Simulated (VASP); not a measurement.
Set up this calculation in VASP 6.6.1, as the native input.

```
Task                   : single point
Functional             : PBE
Potentials or basis    : VASP PAW PBE potentials, release 64 (B, P)
Cutoff                 : 520 eV
k mesh                 : 12 × 12 × 12
Occupations            : gaussian, width 0.05 eV
Spin                   : no spin polarisation
Dipole correction      : no
Further INCAR settings : ALGO = Normal; EDIFF = 1e-07; NBANDS = 11
```

The structure of BP lies in POSCAR:

```
BP
1.0
    0.0000000000      2.2690012231      2.2690012231
    2.2690012231      0.0000000000      2.2690012231
    2.2690012231      2.2690012231      0.0000000000
B P
1 1
Direct
    0.0000000000      0.0000000000      0.0000000000
    0.7500000000      0.7500000000      0.7500000000
```

The input as run:

INCAR

```
SYSTEM = BP
PREC = Accurate
ENCUT = 520
EDIFF = 1E-7
ISMEAR = 0
SIGMA = 0.05
LREAL = .False.
LASPH = .True.
NELM = 100
ALGO = Normal
ISIF = 2
LWAVE = .False.
LCHARG = .False.
GGA = PE
NBANDS = 11
```

KPOINTS

```
Automatic mesh
0
Gamma
  12 12 12
  0 0 0
```

Potentials or basis: VASP PAW PBE potentials, release 64 (B, P).

Run with:

```sh
$ cat potpaw_PBE.64/B/POTCAR potpaw_PBE.64/P/POTCAR > POTCAR
$ mpirun -np 1 vasp_std > vasp.out
```

Results of the run:

The pressure is 0.9 GPa and the band gap on the k mesh is 1.24 eV, indirect (least direct gap 3.40 eV).

Run time: 21 s on 1 thread of AMD EPYC 7R13 (shared host), peak memory 0.11 GiB.
